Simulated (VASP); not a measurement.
# MoSe (P6_3/mmc) in VASP: further runs, part 2 of 2

VASP 6.6.1.

## 3. Single point, PBE, collinear spin

INCAR

```
PREC     = Accurate       # precision mode
ENCUT    = 520            # plane-wave cutoff, eV
EDIFF    = 1E-6           # SCF threshold, eV
ISMEAR   = 0              # smearing method
SIGMA    = 0.05           # smearing width, eV
LREAL    = False          # projectors in reciprocal space
LASPH    = True           # aspherical terms in the spheres
NELM     = 150            # most SCF steps
ALGO     = Normal         # electronic algorithm
ISIF     = 2              # what is computed and relaxed
LWAVE    = False          # write WAVECAR
LCHARG   = False          # write CHGCAR
ISPIN    = 2              # spin polarisation
MAGMOM   = 3 -3 0 0       # initial moments
LORBIT   = 11             # projections on sites
LMAXMIX  = 4              # l up to which the mixer works
GGA      = PE             # functional
NBANDS   = 32             # bands
```

KPOINTS

```
regular mesh
0
Gamma
  10 10 6
```

POSCAR

```
MoSe
1.0
    4.0730809121      0.0000000000      0.0000000000
   -2.0365404561      3.5273915416      0.0000000000
    0.0000000000      0.0000000000      5.0985318699
Mo Se
2 2
Direct
    0.0000000000      0.0000000000      0.0000000000
    0.0000000000      0.0000000000      0.5000000000
    0.3333333333      0.6666666667      0.2500000000
    0.6666666667      0.3333333333      0.7500000000
```

Potentials or basis: VASP PAW PBE potentials, release 64 (Mo_sv, Se).

Command:

```console
> cat potpaw_PBE.64/Mo_sv/POTCAR potpaw_PBE.64/Se/POTCAR > POTCAR
> mpirun -np 1 vasp_std > vasp.out
```

It took 3.5 min on 1 thread of Intel Xeon Platinum 8259CL at 2.50GHz (Skylake/Cascade Lake), shared host; peak memory 0.34 GiB.

Results (log left out):

```yaml
Free_energy: -28.5341 eV
Pressure: 0.3 GPa
Band_gap_on_the_k_mesh: zero (filled and empty bands overlap)
Net_moment: 0.00 μB per cell
Valence_electrons_inside_the_program's_atomic_spheres: Mo 12.50; Se 3.88
```

Stress tensor (GPa, compression positive):
```
0.22 0.00 0.00
0.00 0.22 0.00
0.00 0.00 0.36
```

Levels at points of the mesh, in eV from the Fermi level:
Spin up:
```
           k point  band 16  band 17  band 18  band 19  band 20  band 21  band 22  band 23  band 24  band 25
(0.00, 0.00, 0.00)    -2.86    -2.46    -2.46    -1.07    -1.03    -1.03     2.08     2.08     2.19     2.93
(0.50, 0.00, 0.00)    -4.26    -4.06    -1.78    -1.10     0.15     0.42     0.88     1.58     2.03     3.35
(0.00, 0.00, 0.50)    -4.53    -1.33    -1.33    -1.33    -1.33    -0.65    -0.65     2.68     2.68     2.68
(0.50, 0.00, 0.50)    -3.54    -1.08    -1.08    -0.45    -0.45    -0.33    -0.33     1.41     1.41     2.21
```
Spin down:
```csv
k point,band 17,band 18,band 19,band 20,band 21,band 22,band 23,band 24
"(0.00, 0.00, 0.00)",-2.46,-2.46,-1.07,-1.03,-1.03,2.08,2.08,2.19
"(0.50, 0.00, 0.00)",-4.06,-1.78,-1.10,0.15,0.42,0.88,1.58,2.03
"(0.00, 0.00, 0.50)",-1.33,-1.33,-1.33,-1.33,-0.65,-0.65,2.68,2.68
"(0.50, 0.00, 0.50)",-1.08,-1.08,-0.45,-0.45,-0.33,-0.33,1.41,1.41
```

## 4. Relaxation of cell and atoms, PBE, collinear spin

This run uses another cell than the first one, of 18.73 Å³/atom.

INCAR

```
SYSTEM = MoSe
ALGO = Normal
EDIFF = 1E-6
EDIFFG = -0.01
ENCUT = 600
GGA = PE
IBRION = 2
ISIF = 3
ISMEAR = 0
ISPIN = 2
LASPH = .True.
LCHARG = .False.
LMAXMIX = 4
LORBIT = 11
LREAL = .False.
LWAVE = .False.
MAGMOM = 3 3 0 0
NELM = 150
NSW = 80
PREC = Accurate
SIGMA = 0.05
```

KPOINTS

```
k-points
0
Gamma
  10 10 6
  0 0 0
```

POSCAR

```
MoSe
1.0
    3.9593900264      0.0000000000      0.0000000000
   -1.9796950132      3.4289323463      0.0000000000
    0.0000000000      0.0000000000      5.5184203628
Mo Se
2 2
Direct
    0.0000000000      0.0000000000      0.0000000000
    0.0000000000      0.0000000000      0.5000000000
    0.3333333333      0.6666666667      0.2500000000
    0.6666666667      0.3333333333      0.7500000000
```

Potentials or basis: VASP PAW PBE potentials, release 64 (Mo_sv, Se).

Command:

```console
> cat potpaw_PBE.64/Mo_sv/POTCAR potpaw_PBE.64/Se/POTCAR > POTCAR
> mpirun -np 1 vasp_std > vasp.out
```

OUTCAR:

```text
SYSTEM = MoSe
   EDIFF = 1E-6
   EDIFFG = -0.01
   ENCUT = 600
   GGA = PE
   IBRION = 2
   ISIF = 3
   ISMEAR = 0
   ISPIN = 2
   LASPH = .True.
   LORBIT = 11
   LREAL = .False.
   NELM = 150
   NSW = 80
   PREC = Accurate

 ion  position               nearest neighbor table
   1  0.000  0.000  0.000-   3 2.67   4 2.67   3 2.67   4 2.67   4 2.67   3 2.67   2 2.76   2 2.76

   2  0.000  0.000  0.500-   3 2.67   4 2.67   3 2.67   4 2.67   4 2.67   3 2.67   1 2.76   1 2.76

   3  0.333  0.667  0.250-   1 2.67   2 2.67   1 2.67   2 2.67   1 2.67   2 2.67
   4  0.667  0.333  0.750-   1 2.67   2 2.67   1 2.67   2 2.67   1 2.67   2 2.67

  LATTYP: Found a hexagonal cell.
 ALAT       =     3.9593900264
 C/A-ratio  =     1.3937551810

  Lattice vectors:

 A1 = (   3.9593900264,   0.0000000000,   0.0000000000)
 A2 = (  -1.9796950132,   3.4289323463,   0.0000000000)
 A3 = (   0.0000000000,   0.0000000000,   5.5184203628)

Analysis of symmetry for initial positions (statically):
=====================================================================
 Subroutine PRICEL returns:
 Original cell was already a primitive cell.

 Routine SETGRP: Setting up the symmetry group for a
 hexagonal supercell.

 Subroutine GETGRP returns: Found 24 space group operations
 (whereof 12 operations were pure point group operations)
 out of a pool of 24 trial point group operations.
[... 378 lines left out ...]
--------------------------------------- Ionic step       10  -------------------------------------------

 number of electron      39.9999998 magnetization      -0.0000018

 Free energy of the ion-electron system (eV)
  ---------------------------------------------------
  ext. energy  EPLUGINS =         0.00000000
  ---------------------------------------------------
  free energy    TOTEN  =       -28.53460791 eV

  energy without entropy =      -28.52993115  energy(sigma->0) =      -28.53226953

 E-fermi :   8.9574     XC(G=0): -11.5213

 val. band max:        8.9568426607   @ k =   0.4000  -0.0000   0.0000
 cond. band min:       8.9593209350   @ k =   0.2000   0.2000   0.1667
 fundamental gap:      0.0024782743
 Fermi energy:         8.9573547459

 spin component 1

 k-point     1 :       0.0000    0.0000    0.0000
  band No.  band energies     occupation
      1     -52.3058      1.00000
      2     -52.0663      1.00000
      3     -27.2934      1.00000
      4     -26.3876      1.00000
      5     -26.3876      1.00000
      6     -26.1705      1.00000
[... 709 lines left out ...]
     26      12.5917      0.00000
     27      13.8782      0.00000

 [... further k-points ...]

 spin component 2

 k-point     1 :       0.0000    0.0000    0.0000
  band No.  band energies     occupation
      1     -52.3058      1.00000
      2     -52.0663      1.00000
      3     -27.2934      1.00000
      4     -26.3876      1.00000
      5     -26.3876      1.00000
      6     -26.1705      1.00000
[... 742 lines left out ...]
  FREE ENERGIE OF THE ION-ELECTRON SYSTEM (eV)
  ---------------------------------------------------
  free  energy   TOTEN  =       -28.5346079132 eV

  energy  without entropy=      -28.5299311450  energy(sigma->0) =      -28.53226953

 reached required accuracy - stopping structural energy minimisation

 total charge

# of ion       s       p       d       tot
------------------------------------------
    1        2.263   6.131   4.102  12.496
    2        2.263   6.131   4.102  12.496
    3        1.430   2.353   0.092   3.875
    4        1.430   2.353   0.092   3.875
--------------------------------------------------
tot          7.387  16.968   8.389  32.743

 magnetization (x)

# of ion       s       p       d       tot
------------------------------------------
    1        0.000  -0.000  -0.000  -0.000
    2        0.000  -0.000  -0.000  -0.000
    3        0.000   0.000  -0.000   0.000
    4        0.000   0.000  -0.000   0.000
--------------------------------------------------
tot          0.000   0.000  -0.000  -0.000
```

OSZICAR:

```text
N       E                     dE             d eps       ncg     rms          rms(c)
DAV:   1     0.382146285706E+03    0.38215E+03   -0.23683E+04  6184   0.159E+03
DAV:   2    -0.115328732021E+02   -0.39368E+03   -0.38605E+03  7007   0.419E+02
[... 93 lines left out ...]
DAV:   1    -0.285352712281E+02   -0.72984E-03   -0.21678E-02  6132   0.112E+00    0.162E-01
DAV:   2    -0.285347002445E+02    0.57098E-03   -0.15248E-03  6164   0.275E-01    0.591E-02
DAV:   3    -0.285346185189E+02    0.81726E-04   -0.16508E-04  6863   0.765E-02    0.228E-02
DAV:   4    -0.285346095076E+02    0.90113E-05   -0.24745E-05  7027   0.284E-02    0.101E-02
DAV:   5    -0.285346084601E+02    0.10475E-05   -0.89886E-07  3862   0.617E-03    0.413E-03
DAV:   6    -0.285346079132E+02    0.54690E-06   -0.17328E-07  3069   0.321E-03
  10 F= -.28534608E+02 E0= -.28532270E+02  d E =-.670659E-04  mag=    -0.0000
```

Run time: 27 min. Hardware: 1 thread of Oxide Virtual Turin-like, shared host; peak memory 0.36 GiB.

What came out:

| Quantity | Value |
| --- | --- |
| Free energy | -28.5346 eV |
| Relaxed volume | 18.34 Å³/atom |
| Relaxed cell | a = 4.074 Å, b = 4.074 Å, c = 5.104 Å, α = 90.00°, β = 90.00°, γ = 120.00° |
| Space group after relaxing (to 0.1 Å) | P6_3/mmc (No. 194) |
| Energy gained by relaxing | 58.0 meV/atom |
| Ionic steps | 10 |
| Pressure after relaxing | 0.0 GPa |
| Band gap on the k mesh | zero (filled and empty bands overlap) |
| Net moment | 0.00 μB per cell |
| Valence electrons inside the program's atomic spheres | Mo 12.50; Se 3.88 |

Step by step:
```csv
step,energy change (eV),largest force (eV/Å),pressure (GPa),volume (Å³)
1,0.0000,0.0000,-5.00,74.92
2,-0.0602,0.0000,9.92,68.67
3,-0.1200,0.0000,3.01,71.15
4,-0.2174,0.0000,1.73,72.28
5,-0.2286,0.0000,1.36,72.78
6,-0.2291,0.0000,1.39,72.70
7,-0.2249,0.0000,-1.95,74.29
8,-0.2320,0.0000,0.06,73.31
9,-0.2320,0.0000,0.03,73.32
10,-0.2321,0.0000,-0.02,73.37
```

Final structure:
```
Mo Se
1.0
     4.07413    0.00000    0.00000
    -2.03707    3.52830    0.00000
     0.00000    0.00000    5.10394
Mo Se
2 2
Direct
  0.00000 0.00000 0.00000
  0.00000 0.00000 0.50000
  0.33333 0.66667 0.25000
  0.66667 0.33333 0.75000
```

Levels at points of the mesh, in eV from the Fermi level:
Spin up:
```
           k point  band 16  band 17  band 18  band 19  band 20  band 21  band 22  band 23  band 24  band 25
(0.00, 0.00, 0.00)    -2.85    -2.46    -2.46    -1.08    -1.03    -1.03     2.07     2.07     2.20     2.92
(0.50, 0.00, 0.00)    -4.26    -4.05    -1.78    -1.10     0.15     0.42     0.88     1.56     2.02     3.34
(0.00, 0.00, 0.50)    -4.53    -1.33    -1.33    -1.33    -1.33    -0.66    -0.66     2.67     2.67     2.67
(0.50, 0.00, 0.50)    -3.54    -1.08    -1.08    -0.45    -0.45    -0.33    -0.33     1.41     1.41     2.21
```
Spin down:
```tsv
k point	band 16	band 17	band 18	band 19	band 20	band 21	band 22	band 23	band 24	band 25
(0.00, 0.00, 0.00)	-2.85	-2.46	-2.46	-1.08	-1.03	-1.03	2.07	2.07	2.20	2.92
(0.50, 0.00, 0.00)	-4.26	-4.05	-1.78	-1.10	0.15	0.42	0.88	1.56	2.02	3.34
(0.00, 0.00, 0.50)	-4.53	-1.33	-1.33	-1.33	-1.33	-0.66	-0.66	2.67	2.67	2.67
(0.50, 0.00, 0.50)	-3.54	-1.08	-1.08	-0.45	-0.45	-0.33	-0.33	1.41	1.41	2.21
```

## 5. Overview

| task | level | potentials or basis | cell | cutoff (eV) | gap on the mesh (eV) | pressure (GPa) | moment (μB) |
| --- | --- | --- | --- | --- | --- | --- | --- |
| single point | LDA | VASP PAW LDA potentials, release 64 (Mo_sv, Se) | a = 4.073, b = 4.073, c = 5.099 Å, angles 90.0, 90.0, 120.0°, 4 atoms | 520 | none | -8.1 | 0.00 |
| single point | PBE | VASP PAW PBE potentials, release 64 (Mo_sv, Se) | a = 4.073, b = 4.073, c = 5.099 Å, angles 90.0, 90.0, 120.0°, 4 atoms | 520 | none | 0.3 | 0.00 |
| relaxation of cell and atoms | PBE | VASP PAW PBE potentials, release 64 (Mo_sv, Se) | relaxed from a = 3.959, b = 3.959, c = 5.518 Å, angles 90.0, 90.0, 120.0°, 4 atoms | 600 | none | 0.0 | 0.00 |

Alike in all rows: spin collinear; k mesh 10 × 10 × 6; smearing gaussian 0.05 eV.

Caveats: the cell stands under tension (at least some runs).

Total energies depend on the potentials used, so only differences within one code and one set of settings carry meaning.
